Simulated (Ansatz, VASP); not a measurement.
## Cl in VASP and in Ansatz

Contents of INCAR:

```
PREC = Accurate
ENCUT = 520
EDIFF = 1E-7
ISMEAR = 0
SIGMA = 0.1
LREAL = False
LASPH = True
NELM = 60
ALGO = Normal
ISIF = 2
LWAVE = False
LCHARG = False
GGA = CA
NBANDS = 22
```

The input KPOINTS:

```
regular mesh
0
Gamma
  6 6 2
```

File POSCAR:

```
Cl
1.0
    3.1200000000     -2.2400000000      0.0000000000
    3.1200000000      2.2400000000      0.0000000000
    0.0000000000      0.0000000000      8.2600000000
Cl
4
Direct
    0.1300000000      0.8700000000      0.1000000000
    0.6300000000      0.3700000000      0.4000000000
    0.8700000000      0.1300000000      0.9000000000
    0.3700000000      0.6300000000      0.6000000000
```

Input for Ansatz:

```yaml
crystal:
  lattice:
    - [3.12, -2.24, 0.0]
    - [3.12, 2.24, 0.0]
    - [0.0, 0.0, 8.26]
  atoms:
    - { symbol: Cl, position: [0.13, 0.87, 0.1] }
    - { symbol: Cl, position: [0.63, 0.37, 0.4] }
    - { symbol: Cl, position: [0.87, 0.13, 0.9] }
    - { symbol: Cl, position: [0.37, 0.63, 0.6] }
basis:
  ecutwfc: 420
kpoints:
  mp_grid: { grid: [6, 6, 2] }
hamiltonian:
  xc: lda
scf:
  occupations: { method: gaussian, width: 0.1 }
output:
  forces: true
  stress: true
  eigenvalues: true
```

Alike in both runs: task single point; functional LDA; k mesh 6 × 6 × 2; occupations gaussian, width 0.1 eV; no spin polarisation.

```csv
,VASP,Ansatz
version,VASP 6.6.1,Ansatz 0.2.0
potentials or method,"VASP PAW LDA potentials, release 64 (Cl), cutoff 520 eV","scalar-relativistic, plane waves, PAW"
valence electrons in the cell,28,28
```

Ansatz gave:

```
gap on the k mesh at the Fermi level (eV)                     : 2.29
least direct gap on the mesh (eV)                             : 2.33
pressure (GPa)                                                : -2.6
traceless stress, the component that is largest in VASP (GPa) : 1.43
rms of the force components (eV/Å)                            : 0.155
```

Task: What did VASP give for the same quantities?

Result: gap on the k mesh at the Fermi level (eV): 2.32; least direct gap on the mesh (eV): 2.36; pressure (GPa): -2.9; traceless stress, the component that is largest in VASP (GPa): 1.66; rms of the force components (eV/Å): 0.229.

LDA's correlation is that of Perdew and Zunger in VASP and of Perdew and Wang (1992) in Ansatz. Atom by atom the forces differ by 0.078 eV/Å (rms over components).
